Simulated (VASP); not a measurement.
Set up this calculation in VASP 6.6.1, as the native input.

```
Task                   : single point
Functional             : r2SCAN
Potentials or basis    : VASP PAW PBE potentials, release 64 (Zn, O)
Cutoff                 : 520 eV
k mesh                 : 9 × 9 × 6
Occupations            : gaussian, width 0.02 eV
Spin                   : no spin polarisation
Dipole correction      : no
Further INCAR settings : ALGO = Normal; EDIFF = 1e-06; NBANDS = 26
```

The system is ZnO (zincite).

```
CELL_PARAMETERS angstrom
3.23520 0.00000 0.00000
-1.61760 2.80177 0.00000
0.00000 0.00000 5.21136
ATOMIC_POSITIONS crystal
Zn 0.33333 0.66667 0.49969
Zn 0.66667 0.33333 0.99969
O 0.66667 0.33333 0.37932
O 0.33333 0.66667 0.87932
```

The input as run:

POSCAR

```
ZnO
1.0
    3.2352047606      0.0000000000      0.0000000000
   -1.6176023803      2.8017695091      0.0000000000
    0.0000000000      0.0000000000      5.2113589508
Zn O
2 2
Direct
    0.3333333333      0.6666666667      0.4996911392
    0.6666666667      0.3333333333     -0.0003088608
    0.6666666667      0.3333333333      0.3793188608
    0.3333333333      0.6666666667      0.8793188608
```

INCAR.step1

```
ALGO     = Normal         # electronic algorithm
EDIFF    = 1E-4           # SCF threshold, eV
ENCUT    = 520            # plane-wave cutoff, eV
GGA      = PE             # functional
ISMEAR   = 0              # smearing method
LASPH    = True           # aspherical terms in the spheres
LCHARG   = False          # write CHGCAR
LREAL    = False          # projectors in reciprocal space
LWAVE    = True           # write WAVECAR
NBANDS   = 26             # bands
NELM     = 100            # most SCF steps
PREC     = Accurate       # precision mode
SIGMA    = 0.02           # smearing width, eV
```

INCAR.step2

```
ALGO     = Normal         # electronic algorithm
EDIFF    = 1E-6           # SCF threshold, eV
ENCUT    = 520            # plane-wave cutoff, eV
ISIF     = 2              # what is computed and relaxed
ISMEAR   = 0              # smearing method
ISTART   = 1            
LASPH    = True           # aspherical terms in the spheres
LCHARG   = True           # write CHGCAR
LELF     = True           # ELF
LMIXTAU  = True         
LREAL    = False          # projectors in reciprocal space
LVHAR    = True         
LWAVE    = False          # write WAVECAR
METAGGA  = R2SCAN         # meta-GGA
NBANDS   = 26             # bands
NELM     = 100            # most SCF steps
PREC     = Accurate       # precision mode
SIGMA    = 0.02           # smearing width, eV
```

KPOINTS

```
k-points
0
Gamma
  9 9 6
```

Potentials or basis: VASP PAW PBE potentials, release 64 (Zn, O).

Launch:

```console
$ cat potpaw_PBE.64/Zn/POTCAR potpaw_PBE.64/O/POTCAR > POTCAR
$ cp INCAR.step1 INCAR
$ mpirun -np 1 vasp_std > vasp.out
$ cp INCAR.step2 INCAR
$ mpirun -np 1 vasp_std > vasp.out
```

It gave:

```json
{"Pressure": "1.0 GPa", "Largest force": "0.010 eV/Å", "Band gap on the k mesh": "1.23 eV, direct"}
```

Caveat: the PAW data sets were made with another functional, which shifts forces and pressure a little.

Run time: 68 s on 1 thread of Intel(R) Xeon(R) 6975P-C (Granite Rapids), on a shared host, peak memory 0.19 GiB.
